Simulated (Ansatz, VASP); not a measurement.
**Two plane-wave programs on AgPd2**

```xyz
3
Lattice="0.0000 3.0768 3.0768 3.0768 0.0000 3.0768 3.0768 3.0768 0.0000" Properties=species:S:1:pos:R:3 pbc="T T T"
Ag    0.0000    0.0000    0.0000
Pd    1.5384    1.5384    1.5384
Pd    4.6151    4.6151    4.6151
```

Change from the starting cell: species swapped into the Na2S type (Fm-3m, No. 225).

Alike in both runs: task relaxation of cell and atoms; functional PBE; k mesh 14 × 14 × 14; occupations gaussian, width 0.1 eV; no spin polarisation.

```csv
,VASP,Ansatz
version,VASP 6.6.1,Ansatz 0.2.0
potentials or method,"VASP PAW PBE potentials, release 64 (Ag, Pd), cutoff 600 eV","scalar-relativistic, plane waves, PAW"
valence electrons in the cell,31,55
```

```csv
,VASP,Ansatz,Ansatz less VASP
"gap on the k mesh at the Fermi level, each at its own relaxed structure (eV)",none,none,-
relaxed volume (Å³/atom),19.38,19.44,+0.055
relaxed length of the cell vector where the two differ most in proportion (Å),4.349,4.353,+0.0041
```

A gap of «none» marks a metal or a gap that the smearing closes. VASP's potentials hold 31 valence electrons a cell and Ansatz's 55, so a difference there can come from the potentials and not from the codes.
